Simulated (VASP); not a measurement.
# Al: single point with r2SCAN+D4

The system is Al.

```xyz
1
Lattice="0.0000 1.9835 1.9835 1.9835 0.0000 1.9835 1.9835 1.9835 0.0000" Properties=species:S:1:pos:R:3 pbc="T T T"
Al    0.0000    0.0000    0.0000
```

```yaml
Program: VASP 6.6.1
Task: single point
Functional: r2SCAN
Dispersion: D4
Potentials_or_basis: VASP PAW PBE potentials, release 64 (Al)
Cutoff: 520 eV
k_mesh: 11 × 11 × 11
Occupations: fermi-dirac, width 0.05 eV
Spin: no spin polarisation
```

- Pressure: 0.6 GPa
- Dispersion energy per atom: -0.124 eV

Levels at points of the mesh, in eV from the Fermi level:
```
           k point  band 1  band 2  band 3  band 4  band 5  band 6
(0.00, 0.00, 0.00)  -12.24   13.65   13.65   13.65   16.01   16.01
```

Wall time 12 s on 1 thread of Intel(R) Xeon(R) 6975P-C (Granite Rapids), on a shared host, peak memory 0.13 GiB.

Caveat: the PAW data sets were made with another functional, which shifts forces and pressure a little; pairwise dispersion overbinds metals, which lowers pressure and volume.
